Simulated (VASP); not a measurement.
## Tl: single point with LDA

Crystal: Tl.

```
Tl
1.0
     3.40485    0.00000    0.00000
    -1.70243    2.94869    0.00000
     0.00000    0.00000    5.42907
Tl
2
Direct
  0.33333 0.66667 0.75000
  0.66667 0.33333 0.25000
```

```yaml
Program: VASP 6.6.1
Task: single point
Functional: LDA
Potentials_or_basis: VASP PAW LDA potentials, release 64 (Tl_d)
Cutoff: 520 eV
k_mesh: 14 × 14 × 8
Occupations: gaussian, width 0.05 eV
Spin: no spin polarisation
Dipole_correction: no
Further_INCAR_settings: ALGO = Normal; EDIFF = 1e-07; NBANDS = 20
```

The pressure is 0.1 GPa. The band gap on the k mesh is zero (band 13 reaches 10.51 eV, above the bottom of band 14 at 4.36 eV).

Stress tensor (GPa, compression positive):
```
0.02 0.00 0.00
0.00 0.02 0.00
0.00 0.00 0.20
```

Levels at points of the mesh, in eV from the Fermi level:
```csv
k point,band 9,band 10,band 11,band 12,band 13,band 14,band 15,band 16,band 17,band 18
"(0.00, 0.00, 0.00)",-11.11,-11.11,-10.46,-5.13,-3.10,8.15,8.15,10.36,10.36,10.36
"(0.50, 0.00, 0.00)",-11.05,-11.05,-5.91,-4.85,-0.69,0.44,1.27,3.84,3.88,8.42
"(0.00, 0.00, 0.50)",-11.23,-11.23,-8.94,-8.94,3.49,3.49,9.17,9.17,9.17,9.17
"(0.50, 0.00, 0.50)",-11.07,-11.07,-4.77,-4.77,-2.51,-2.51,5.62,5.62,6.32,6.32
```

Wall time 69 s on 1 thread of Intel(R) Xeon(R) Platinum 8488C (Sapphire Rapids) (shared host), peak memory 0.22 GiB.

Caveat: spin-orbit coupling is left out, which moves the levels of the heavy elements.
